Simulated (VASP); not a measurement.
Here is a VASP 6.6.1 calculation.

File INCAR:

```
SYSTEM = Si2Ge
PREC = Accurate ; ENCUT = 520
EDIFF = 1E-7 ; ISMEAR = 0
SIGMA = 0.1 ; LREAL = .False.
LASPH = .True. ; NELM = 60
ALGO = Normal ; ISIF = 2
LWAVE = .False. ; LCHARG = .True.
GGA = PE ; LELF = .True.
LVHAR = .True. ; NBANDS = 31
```

File KPOINTS:

```
Automatic mesh
0
Gamma
  6 6 2
  0 0 0
```

Contents of POSCAR:

```
Si2Ge
1.0
    3.9333431541      0.0000000032      0.0000000000
   -1.9666715798      3.4063750917      0.0000000000
    0.0000000000      0.0000000000      9.5990957099
Si Ge
4 2
Direct
    0.3333333333      0.6666666667      0.5396820658
    0.6666666667      0.3333333333      0.2140555000
    0.3333333333      0.6666666667      0.7859445000
    0.6666666667      0.3333333333      0.4603179342
    0.0000000000      0.0000000000      0.8705215655
    0.0000000000      0.0000000000      0.1294784345
```

Potentials or basis: VASP PAW PBE potentials, release 64 (Si, Ge_d).

Run with:

```bash
$ cat potpaw_PBE.64/Si/POTCAR potpaw_PBE.64/Ge_d/POTCAR > POTCAR
$ mpirun -np 1 vasp_std > vasp.out
```

Q: Predict the band gap on the k mesh.

A: 0.72 eV (least direct gap 1.13 eV).

Q: Predict the largest force.

A: 0.005 eV/Å.

Forces on the atoms (eV/Å):
```
Si   0.000  0.000  0.005
Si   0.000  0.000  0.002
Si   0.000  0.000 -0.002
Si   0.000  0.000 -0.005
Ge   0.000  0.000 -0.005
Ge   0.000  0.000  0.005
```

A k mesh can miss the band edges.
